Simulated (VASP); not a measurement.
A run of VASP 6.6.1:

The input INCAR:

```
SYSTEM = Na
PREC = Accurate ; ENCUT = 520
EDIFF = 1E-8 ; ISMEAR = -1
SIGMA = 0.05 ; LREAL = .FALSE.
LASPH = .TRUE. ; NELM = 100
ALGO = Normal ; ISIF = 2
LWAVE = .FALSE. ; LCHARG = .FALSE.
GGA = PS ; LEFG = .TRUE.
NBANDS = 14
```

The input KPOINTS:

```
regular mesh
0
G
  13 13 7
  0 0 0
```

POSCAR

```
Na
1.0
    3.7919487511      0.0000000000      0.0000000000
   -1.8959743756      3.2839239483      0.0000000000
    0.0000000000      0.0000000000      6.1947561546
Na
2
Direct
    0.3333333333      0.6666666667      0.2500000000
    0.6666666667      0.3333333333      0.7500000000
```

Potentials or basis: VASP PAW PBE potentials, release 64 (Na_pv).

The run is started by

```sh
$ cat potpaw_PBE.64/Na_pv/POTCAR > POTCAR
$ mpirun -np 1 vasp_std > vasp.out
```

Hardware: 1 thread of Intel(R) Xeon(R) Platinum 8259CL CPU @ 2.50GHz (Skylake/Cascade Lake), on a shared host.

**Question.** How long does it take, and how much memory?

**Answer.** Run time: 59 s on 1 thread of Intel(R) Xeon(R) Platinum 8259CL CPU @ 2.50GHz (Skylake/Cascade Lake), with other jobs on the host, peak memory 0.21 GiB. Counts: scf iterations 12, k points 84.
